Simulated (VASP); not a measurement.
A run of VASP 6.6.1 is set up as follows.

The input INCAR:

```
SYSTEM = YCrI5
  ALGO = Normal
  EDIFF = 1E-6
  ENCUT = 520
  GGA = PE
  ISIF = 2
  ISMEAR = 0
  ISPIN = 2
  LASPH = .TRUE.
  LCHARG = .FALSE.
  LMAXMIX = 4
  LORBIT = 11
  LREAL = .FALSE.
  LWAVE = .FALSE.
  MAGMOM = 0 3 0 0 0 0 0
  NBANDS = 42
  NELM = 150
  PREC = Accurate
  SIGMA = 0.1
```

The input KPOINTS:

```
k-points
0
G
  4 4 2
  0 0 0
```

File POSCAR:

```
YCrI5
1.0
    5.4135708400      0.0000000000      0.0000000000
    0.0000000000      5.4135708400      0.0000000000
    0.0000000000      0.0000000000      8.6524831500
Y Cr I
1 1 5
Direct
    0.0000000000      0.0000000000      0.0000000000
    0.0000000000      0.0000000000      0.5000000000
    0.5000000000      0.0000000000      0.6961625800
    0.0000000000      0.5000000000      0.6961625800
    0.5000000000      0.5000000000      0.0000000000
    0.0000000000      0.5000000000      0.3038374200
    0.5000000000      0.0000000000      0.3038374200
```

Potentials or basis: VASP PAW PBE potentials, release 64 (Y_sv, Cr_pv, I).

Command:

```bash
$ cat potpaw_PBE.64/Y_sv/POTCAR potpaw_PBE.64/Cr_pv/POTCAR potpaw_PBE.64/I/POTCAR > POTCAR
$ mpirun -np 1 vasp_std > vasp.out
```

Problem. Predict the pressure.

Solution. -2.1 GPa.

Problem. Estimate the largest force.

Solution. 0.610 eV/Å.

Problem. Estimate the site moments.

Solution. Y +0.14; Cr +3.97; I -0.07, -0.04 μB.

Problem. What does it give for the net moment?

Solution. 4.25 μB per cell.

Forces in eV/Å, atoms in the order of the input:
```
Y    0.000  0.000  0.000
Cr   0.000  0.000  0.000
I    0.000  0.000  0.610
I    0.000  0.000  0.610
I    0.000  0.000  0.000
I    0.000  0.000 -0.610
I    0.000  0.000 -0.610
```

Caveat: the k points lie up to 0.36 Å⁻¹ apart.
